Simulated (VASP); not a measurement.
A run of VASP 6.6.1 is set up as follows.

Contents of INCAR:

```
  PREC = Accurate
  ENCUT = 520
  EDIFF = 1E-6
  ISMEAR = -1
  SIGMA = 0.08
  LREAL = F
  LASPH = T
  NELM = 100
  ALGO = Normal
  ISIF = 2
  LWAVE = F
  LCHARG = F
  LDIPOL = T
  IDIPOL = 3
  DIPOL = 0.5 0.5 0.500
  GGA = PE
  IBRION = 2
  NSW = 32
  EDIFFG = -0.01
```

Contents of KPOINTS:

```
regular mesh
0
Gamma
  14 14 1
```

Contents of POSCAR:

```
Al
1.0
    2.8574853682      0.0000000000      0.0000000000
    0.0000000000      2.8574853682      0.0000000000
    0.0000000000      0.0000000000     26.1027000000
Al
6
Direct
    0.2500000000      0.2500000000      0.3046289729
    0.7500000000      0.7500000000      0.3834679539
    0.2500000000      0.2500000000      0.4612594304
    0.7500000000      0.7500000000      0.5387405689
    0.2500000000      0.2500000000      0.6165320451
    0.7500000000      0.7500000000      0.6953710288
```

Potentials or basis: VASP PAW PBE potentials, release 64 (Al).

Run with:

```bash
$ cat potpaw_PBE.64/Al/POTCAR > POTCAR
$ mpirun -np 1 vasp_std > vasp.out
```

What does it give for the band gap on the k mesh?

Zero (bands 9 and 10 overlap by 4.32 eV).

Final structure:
```
Al
1.0
     2.85749    0.00000    0.00000
     0.00000    2.85749    0.00000
     0.00000    0.00000   26.10270
Al
6
Direct
  0.25000 0.25000 0.30463
  0.75000 0.75000 0.38347
  0.25000 0.25000 0.46126
  0.75000 0.75000 0.53874
  0.25000 0.25000 0.61653
  0.75000 0.75000 0.69537
```

Caveat: the relaxation stopped at its first step, so nothing moved.
